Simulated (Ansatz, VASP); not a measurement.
**ZrO5: VASP beside Ansatz**

```xyz
6
Lattice="4.1992 0.0000 0.0000 -2.0996 3.6366 0.0000 0.0000 0.0000 4.0731" Properties=species:S:1:pos:R:3 pbc="T T T"
Zr    0.0000    0.0000    0.0000
O     0.0000    2.4244    0.6903
O     0.0000    2.4244    3.3828
O     2.0996    1.2122    3.3828
O     2.0996    1.2122    0.6903
O     0.0000    0.0000    2.0365
```

Alike in both runs: functional PBE; k mesh 6 × 6 × 4; occupations gaussian, width 0.1 eV; no spin polarisation.

Ansatz relaxed the structure, and its values are those at the end. VASP's run is a single point on that final structure, the one shown.

|  | VASP | Ansatz |
| --- | --- | --- |
| version | VASP 6.6.1 | Ansatz 0.2.0 |
| potentials or method | VASP PAW PBE potentials, release 64 (Zr_sv, O), cutoff 520 eV | scalar-relativistic, plane waves, PAW |
| valence electrons in the cell | 42 | 42 |

```csv
,VASP,Ansatz,Ansatz less VASP
gap on the k mesh at the Fermi level (eV),none,none,-
pressure (GPa),1.0,0.0,-0.97
rms of the force components (eV/Å),0.183,0.007,-0.1764
```

A gap of «none» marks a metal or a gap that the smearing closes. The functional is the same, so the differences come from potentials, cutoffs and numerics.

The k mesh is coarse, so the values compare programs but aren't converged.
